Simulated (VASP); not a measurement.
# Te2Mo in VASP: further runs

Te2Mo is run at these levels: PBE; tasks: single point, relaxation of cell and atoms.

Everything below comes from runs of VASP 6.6.1. Logs are shortened: lines on timing, memory, paths and dates and some standing lists are left out, and cuts for length are marked.

### 1 The cell of the first run

The typed cell holds 6 atoms: a = 3.557 Å, b = 3.557 Å, c = 15.347 Å, α = 90.00°, β = 90.00°, γ = 120.00°.

### 2 Single point, PBE

Contents of INCAR:

```
SYSTEM = Te2Mo
ALGO = Normal
EDIFF = 1E-7
ENCUT = 520
GGA = PE
ISIF = 2
ISMEAR = 0
LASPH = .True.
LCHARG = .False.
LREAL = .False.
LWAVE = .False.
NBANDS = 35
NELM = 60
PREC = Accurate
SIGMA = 0.02
```

Contents of KPOINTS:

```
k-points
0
Gamma
  9 9 2
  0 0 0
```

Contents of POSCAR:

```
Te2Mo
1.0
    3.5566555071      0.0000000000      0.0000000000
   -1.7783277535      3.0801540216      0.0000000000
    0.0000000000      0.0000000000     15.3470950465
Te Mo
4 2
Direct
    0.3333333333      0.6666666667      0.1321920380
    0.6666666667      0.3333333333      0.6321802300
    0.6666666667      0.3333333333      0.8678079620
    0.3333333333      0.6666666667      0.3678197700
    0.3333333333      0.6666666667      0.7499940828
    0.6666666667      0.3333333333      0.2500059172
```

Potentials or basis: VASP PAW PBE potentials, release 64 (Te, Mo_sv).

The run is started by

```sh
cat potpaw_PBE.64/Te/POTCAR potpaw_PBE.64/Mo_sv/POTCAR > POTCAR
mpirun -np 1 vasp_std > vasp.out
```

OUTCAR:

```text
SYSTEM = Te2Mo
   EDIFF = 1E-7
   ENCUT = 520
   GGA = PE
   ISIF = 2
   ISMEAR = 0
   LASPH = .True.
   LREAL = .False.
   NELM = 60
   PREC = Accurate

 ion  position               nearest neighbor table
   1  0.333  0.667  0.132-   6 2.74   6 2.74   6 2.74   4 3.62
   2  0.667  0.333  0.632-   5 2.74   5 2.74   5 2.74   3 3.62
   3  0.667  0.333  0.868-   5 2.74   5 2.74   5 2.74   2 3.62
   4  0.333  0.667  0.368-   6 2.74   6 2.74   6 2.74   1 3.62
   5  0.333  0.667  0.750-   2 2.74   2 2.74   2 2.74   3 2.74   3 2.74   3 2.74
   6  0.667  0.333  0.250-   4 2.74   4 2.74   4 2.74   1 2.74   1 2.74   1 2.74

  LATTYP: Found a hexagonal cell.
 ALAT       =     3.5566555071
 C/A-ratio  =     4.3150355765

  Lattice vectors:

 A1 = (   3.5566555071,   0.0000000000,   0.0000000000)
 A2 = (  -1.7783277535,   3.0801540216,   0.0000000000)
 A3 = (   0.0000000000,   0.0000000000,  15.3470950465)

Analysis of symmetry for initial positions (statically):
=====================================================================
 Subroutine PRICEL returns:
 Original cell was already a primitive cell.

 Routine SETGRP: Setting up the symmetry group for a
 hexagonal supercell.

 Subroutine GETGRP returns: Found 12 space group operations
 (whereof 12 operations were pure point group operations)
 out of a pool of 24 trial point group operations.

The static configuration has the point symmetry D_3d.

Analysis of symmetry for dynamics (positions and initial velocities):
=====================================================================
 Subroutine PRICEL returns:
 Original cell was already a primitive cell.

 Routine SETGRP: Setting up the symmetry group for a
 hexagonal supercell.

 Subroutine GETGRP returns: Found 12 space group operations
 (whereof 12 operations were pure point group operations)
 out of a pool of 24 trial point group operations.

The dynamic configuration has the point symmetry D_3d.

 Subroutine INISYM returns: Found 12 space group operations
 (whereof 12 operations are pure point group operations),
 and found     1 'primitive' translations

----------------------------------------------------------------------------------------

                                     Primitive cell

  volume of cell :     168.1281

  direct lattice vectors                    reciprocal lattice vectors
     3.556655507  0.000000000  0.000000000     0.281163019  0.162329545  0.000000000
    -1.778327753  3.080154022  0.000000000     0.000000000  0.324659089  0.000000000
     0.000000000  0.000000000 15.347095046     0.000000000  0.000000000  0.065158911

  length of vectors
     3.556655507  3.556655507 15.347095046     0.324659089  0.324659089  0.065158911

  position of ions in fractional coordinates (direct lattice)
     0.333333333  0.666666667  0.132192038
     0.666666667  0.333333333  0.632180230
     0.666666667  0.333333333  0.867807962
     0.333333333  0.666666667  0.367819770
     0.333333333  0.666666667  0.749994083
     0.666666667  0.333333333  0.250005917

  ion indices of the primitive-cell ions
   primitive index   ion index
                 1           1
                 2           2
                 3           3
                 4           4
                 5           5
                 6           6

----------------------------------------------------------------------------------------

 KPOINTS: k-points

Automatic generation of k-mesh.
 Grid dimensions read from file:
 generate k-points for:    9    9    2

 Generating k-lattice:

  Cartesian coordinates                     Fractional coordinates (reciprocal lattice)
     0.031240335  0.018036616  0.000000000     0.111111111  0.000000000  0.000000000
     0.000000000  0.036073232  0.000000000     0.000000000  0.111111111  0.000000000
     0.000000000  0.000000000  0.032579455     0.000000000  0.000000000  0.500000000

  Length of vectors
     0.036073232  0.036073232  0.032579455

  Shift w.r.t. Gamma in fractional coordinates (k-lattice)
     0.000000000  0.000000000  0.000000000

 Subroutine IBZKPT returns following result:
 ===========================================

 Found     24 irreducible k-points:

 Following reciprocal coordinates:
            Coordinates               Weight
  0.000000  0.000000  0.000000      1.000000
  0.111111  0.000000  0.000000      6.000000
  0.222222  0.000000  0.000000      6.000000
  0.333333  0.000000  0.000000      6.000000
  0.444444  0.000000  0.000000      6.000000
  0.111111  0.111111  0.000000      6.000000
[... 16 lines left out ...]
  0.333333  0.222222  0.500000     12.000000
  0.333333  0.333333  0.500000      2.000000
   k-points           NKPTS =     24   k-points in BZ     NKDIM =     24   number of bands    NBANDS=     35
   number of dos      NEDOS =    301   number of ions     NIONS =      6
   total plane-waves  NPLWV =  94080
   dimension x,y,z NGX =    28 NGY =   28 NGZ =  120
   dimension x,y,z NGXF=    56 NGYF=   56 NGZF=  240
   ions per type =               4   2
   NGX,Y,Z   is equivalent  to a cutoff of  13.09, 13.09, 13.00 a.u.
   NGXF,Y,Z  is equivalent  to a cutoff of  26.18, 26.18, 26.00 a.u.
 SYSTEM =  Te2Mo
   PREC   = accura    normal or accurate (medium, high low for compatibility)
   ISTART =      0    job   : 0-new  1-cont  2-samecut
   ICHARG =      2    charge: 1-file 2-atom 10-const
   ISPIN  =      1    spin polarized calculation?
   LNONCOLLINEAR =      F non collinear calculations
   LSORBIT =      F    spin-orbit coupling
   LASPH  =      T    aspherical Exc in radial PAW
   ENCUT  =  520.0 eV  38.22 Ry    6.18 a.u.   6.61  6.61 28.54*2*pi/ulx,y,z
   NELM   =     60;   NELMIN=  2; NELMDL= -5     # of ELM steps
   EDIFF  = 0.1E-06   stopping-criterion for ELM
   LREAL  =      F    real-space projection
   EDIFFG = 0.1E-05   stopping-criterion for IOM
   NSW    =      0    number of steps for IOM
   IBRION =     -1    ionic relax: 0-MD 1-quasi-New 2-CG
   NFREE  =      0    steps in history (QN), initial steepest desc. (CG)
   ISIF   =      2    stress and relaxation
   ISYM   =      2    0-nonsym 1-usesym 2-fastsym
   POTIM  = 0.5000    time-step for ionic-motion
   TEBEG  =    0.0;   TEEND  =   0.0 temperature during run
   PSTRESS=    0.0 pullay stress
   NELECT =      52.0000    total number of electrons
   NUPDOWN=      -1.0000    fix difference up-down
   EMIN   =  10.00;   EMAX   =-10.00  energy-range for DOS
   EFERMI =   0.00;   METHOD = LEGACY
   ISMEAR =     0;   SIGMA  =   0.02  broadening in eV -4-tet -1-fermi 0-gaus
   EFERMI_NEDOS =   21; number of points for ismear=-14 and -15
   IALGO  =     38    algorithm
   IMIX   =      4    mixing-type and parameters
     AMIX     =   0.40;   BMIX     =  1.00
     AMIX_MAG =   1.60;   BMIX_MAG =  1.00
  volume/ion in A,a.u.               =      28.02       189.10
  Fermi-wavevector in a.u.,A,eV,Ry     =   1.107123  2.092159 16.676946  1.225721
  Thomas-Fermi vector in A             =   2.243633
   LORBIT       =      0    0 simple, 1 ext, 2 COOP (PROOUT), +10 PAW based schemes
   GGA     = PE    functional components
   LHFCALC =     F    Hartree Fock is set to
   AEXX    =    0.0000 exact exchange contribution
   IVDW    =     0    specifies the selected vdW correction
   LEPSILON=     F    determine dielectric tensor
   LRPA    =     F    only Hartree local field effects (RPA)
 non-spin polarized calculation
 Gauss-broadening in eV      SIGMA  =   0.02
  energy-cutoff  :      520.00
  volume of cell :      168.13
 maximum number of plane-waves:      4582
 NGX is ok and might be reduce to    28
   NGX = 13   NGY = 13   NGZ = 57

 number of electron      52.0000000 magnetization

 Free energy of the ion-electron system (eV)
  ---------------------------------------------------
  ext. energy  EPLUGINS =         0.00000000
  ---------------------------------------------------
  free energy    TOTEN  =       -36.07539946 eV

  energy without entropy =      -36.07539946  energy(sigma->0) =      -36.07539946

 E-fermi :   6.7119     XC(G=0):  -9.7215

 val. band max:        6.6200716533   @ k =   0.3333   0.3333   0.0000
 cond. band min:       7.6519314684   @ k =   0.3333   0.3333   0.0000
 fundamental gap:      1.0318598151
 Fermi energy:         6.7118697361

 k-point     1 :       0.0000    0.0000    0.0000
  band No.  band energies     occupation
      1     -54.1109      2.00000
      2     -54.1108      2.00000
      3     -28.2558      2.00000
      4     -28.2558      2.00000
      5     -28.1534      2.00000
      6     -28.1534      2.00000
[... 27 lines left out ...]
     34       9.9268      0.00000
     35      11.7292      0.00000

 k-point     2 :       0.1111    0.0000    0.0000
  band No.  band energies     occupation
      1     -54.1099      2.00000
      2     -54.1099      2.00000
      3     -28.2528      2.00000
      4     -28.2528      2.00000
      5     -28.1668      2.00000
      6     -28.1668      2.00000
[... 27 lines left out ...]
     34       9.7907      0.00000
     35      12.1908      0.00000

 k-point     3 :       0.2222    0.0000    0.0000
  band No.  band energies     occupation
      1     -54.1074      2.00000
      2     -54.1074      2.00000
      3     -28.2454      2.00000
      4     -28.2454      2.00000
      5     -28.2007      2.00000
      6     -28.2007      2.00000
[... 27 lines left out ...]
     34      10.0617      0.00000
     35      12.4141      0.00000
[... 723 lines left out ...]
 k-point    23 :       0.3333    0.2222    0.5000
  band No.  band energies     occupation
      1     -54.1020      2.00000
      2     -54.1020      2.00000
      3     -28.2505      2.00000
      4     -28.2505      2.00000
      5     -28.2290      2.00000
      6     -28.2290      2.00000
[... 27 lines left out ...]
     34      10.2621      0.00000
     35      11.4798      0.00000

 k-point    24 :       0.3333    0.3333    0.5000
  band No.  band energies     occupation
      1     -54.1015      2.00000
      2     -54.1015      2.00000
      3     -28.2401      2.00000
      4     -28.2401      2.00000
      5     -28.2275      2.00000
      6     -28.2275      2.00000
[... 27 lines left out ...]
     34      10.4137      0.00000
     35      11.6058      0.00000

------------------------ aborting loop because EDIFF is reached ----------------------------------------

  FORCE on cell =-STRESS in cart. coord.  units (eV):
  Direction    XX          YY          ZZ          XY          YZ          ZX
  --------------------------------------------------------------------------------------
  -------------------------------------------------------------------------------------
  Total       -0.0180754     -0.0180754      0.0733353     -0.0000000      0.0000000      0.0000000
  in kB       -0.1722492     -0.1722492      0.6988492     -0.0000000      0.0000000      0.0000000
  external PRESSURE =       0.1181169 kB  Pullay stress =       0.0000000 kB

 VOLUME and BASIS-vectors are now :
 -----------------------------------------------------------------------------
  energy-cutoff  :      520.00
  volume of cell :      168.13
      direct lattice vectors                 reciprocal lattice vectors
     3.556655507  0.000000000  0.000000000     0.281163019  0.162329545  0.000000000
    -1.778327753  3.080154022  0.000000000     0.000000000  0.324659089  0.000000000
     0.000000000  0.000000000 15.347095046     0.000000000  0.000000000  0.065158911

 POSITION                                       TOTAL-FORCE (eV/Angst)
 -----------------------------------------------------------------------------------
     -0.00000      2.05344      2.02876         0.000000      0.000000     -0.012745
      1.77833      1.02672      9.70213         0.000000     -0.000000     -0.012746
      1.77833      1.02672     13.31833         0.000000     -0.000000      0.012745
     -0.00000      2.05344      5.64496         0.000000      0.000000      0.012746
     -0.00000      2.05344     11.51023        -0.000000      0.000000      0.000016
      1.77833      1.02672      3.83686        -0.000000     -0.000000     -0.000016
 -----------------------------------------------------------------------------------
    total drift:                                0.000000      0.000000      0.000000

  FREE ENERGIE OF THE ION-ELECTRON SYSTEM (eV)
  ---------------------------------------------------
  free  energy   TOTEN  =       -36.0753994604 eV

  energy  without entropy=      -36.0753994604  energy(sigma->0) =      -36.07539946
```

Wall time 2.1 min (1 thread of Intel Xeon Platinum 8488C (Sapphire Rapids), shared host); peak memory 0.35 GiB.

Results:

```
Free energy            : -36.0754 eV
Pressure               : 0.0 GPa
Largest force          : 0.013 eV/Å
Band gap on the k mesh : 1.03 eV
```

Forces on the atoms (eV/Å):
```
Te   0.000  0.000 -0.013
Te   0.000  0.000 -0.013
Te   0.000  0.000  0.013
Te   0.000  0.000  0.013
Mo   0.000  0.000  0.000
Mo   0.000  0.000  0.000
```

Levels at points of the mesh, in eV from the valence-band top:
| k point | band 23 | band 24 | band 25 | band 26 | band 27 | band 28 | band 29 | band 30 |
| --- | --- | --- | --- | --- | --- | --- | --- | --- |
| (0.00, 0.00, 0.00) | -0.91 | -0.91 | -0.76 | -0.13 | 2.98 | 2.98 | 3.02 | 3.02 |
| (0.00, 0.00, 0.50) | -0.92 | -0.92 | -0.28 | -0.28 | 2.99 | 2.99 | 2.99 | 2.99 |

Caveat: spin-orbit coupling is left out, which moves the levels of the heavy elements. A k mesh can miss the band edges.

### 3 Relaxation of cell and atoms, PBE

This run uses another cell than the first one, of 24.18 Å³/atom.

Contents of INCAR:

```
PREC = Accurate
ENCUT = 600
EDIFF = 1E-6
ISMEAR = 0
SIGMA = 0.02
LREAL = False
LASPH = True
NELM = 80
ALGO = Normal
ISIF = 3
LWAVE = False
LCHARG = False
GGA = PE
IBRION = 2
NSW = 70
EDIFFG = -0.005
```

Contents of KPOINTS:

```
Automatic mesh
0
Gamma
  9 9 2
```

Contents of POSCAR:

```
Te2Mo
1.0
    3.4967380763      0.0000000000      0.0000000000
   -1.7483690381      3.0282640045      0.0000000000
    0.0000000000      0.0000000000     13.7020503281
Te Mo
4 2
Direct
    0.3333333333      0.6666666667      0.1172435443
    0.6666666667      0.3333333333      0.6175254370
    0.6666666667      0.3333333333      0.8827564557
    0.3333333333      0.6666666667      0.3824745630
    0.3333333333      0.6666666667      0.7501434882
    0.6666666667      0.3333333333      0.2498565118
```

Potentials or basis: VASP PAW PBE potentials, release 64 (Te, Mo_sv).

The run is started by

```sh
cat potpaw_PBE.64/Te/POTCAR potpaw_PBE.64/Mo_sv/POTCAR > POTCAR
mpirun -np 1 vasp_std > vasp.out
```

It took 36 min on 1 thread of Intel Xeon Platinum 8488C (Sapphire Rapids), shared host; peak memory 0.36 GiB.

The run converged. Its results:

| Property | Result |
| --- | --- |
| Free energy | -36.0706 eV |
| Relaxed volume | 27.83 Å³/atom |
| Relaxed cell | a = 3.556 Å, b = 3.556 Å, c = 15.247 Å, α = 90.00°, β = 90.00°, γ = 120.00° |
| Space group after relaxing (to 0.1 Å) | P6_3/mmc (No. 194) |
| Energy gained by relaxing | 27.2 meV/atom |
| Ionic steps | 45 |
| Pressure after relaxing | 0.0 GPa |
| Band gap on the k mesh | 1.03 eV |

Forces in eV/Å, atoms in the order of the input:
```
Te   0.000  0.000 -0.002
Te   0.000  0.000  0.000
Te   0.000  0.000  0.002
Te   0.000  0.000  0.000
Mo   0.000  0.000 -0.002
Mo   0.000  0.000  0.002
```

The path:
```csv
step,energy change (eV),largest force (eV/Å),pressure (GPa),volume (Å³)
1,0.0000,0.0230,3.66,145.09
3,-0.0565,0.4337,0.00,150.22
5,-0.0936,0.1091,0.03,153.68
7,-0.1480,0.0356,0.29,158.06
9,-0.1543,0.0566,0.93,161.55
11,-0.1595,0.0909,-0.02,164.08
13,-0.1624,0.0083,-0.01,165.08
15,-0.1624,0.0200,-0.02,164.94
17,-0.1624,0.0044,0.04,165.00
19,-0.1624,0.0011,0.04,164.97
21,-0.1625,0.0039,0.06,165.03
23,-0.1625,0.0243,0.06,165.33
25,-0.1625,0.0135,0.05,165.17
27,-0.1626,0.0185,0.02,165.34
29,-0.1626,0.0430,-0.14,166.13
31,-0.1627,0.0340,-0.07,165.91
33,-0.1628,0.0271,-0.08,166.20
35,-0.1630,0.0076,-0.03,167.37
37,-0.1630,0.0050,-0.05,167.08
39,-0.1630,0.0059,-0.04,167.05
41,-0.1630,0.0058,0.02,166.89
43,-0.1630,0.0021,0.03,166.96
45,-0.1630,0.0021,0.00,166.97
```

Final structure:
```yaml
crystal:
  lattice:
    - [3.55600, 0.00000, 0.00000]
    - [-1.77800, 3.07959, 0.00000]
    - [0.00000, 0.00000, 15.24701]
  atoms:
    - { symbol: Te, position: [0.33333, 0.66667, 0.13130] }
    - { symbol: Te, position: [0.66667, 0.33333, 0.63139] }
    - { symbol: Te, position: [0.66667, 0.33333, 0.86870] }
    - { symbol: Te, position: [0.33333, 0.66667, 0.36861] }
    - { symbol: Mo, position: [0.33333, 0.66667, 0.75005] }
    - { symbol: Mo, position: [0.66667, 0.33333, 0.24995] }
```

Levels at points of the mesh, in eV from the valence-band top:
| k point | band 23 | band 24 | band 25 | band 26 | band 27 | band 28 | band 29 | band 30 |
| --- | --- | --- | --- | --- | --- | --- | --- | --- |
| (0.00, 0.00, 0.00) | -0.91 | -0.89 | -0.77 | -0.12 | 2.97 | 2.97 | 3.01 | 3.01 |
| (0.00, 0.00, 0.50) | -0.92 | -0.92 | -0.27 | -0.27 | 2.99 | 2.99 | 2.99 | 2.99 |

Caveat: the volume moved by over 15 % at a fixed basis, so the end points are rough; spin-orbit coupling is left out, which moves the levels of the heavy elements; this functional lacks dispersion, which binds layers or chains, so the pressure and a relaxed spacing across them are unreliable. A k mesh can miss the band edges.
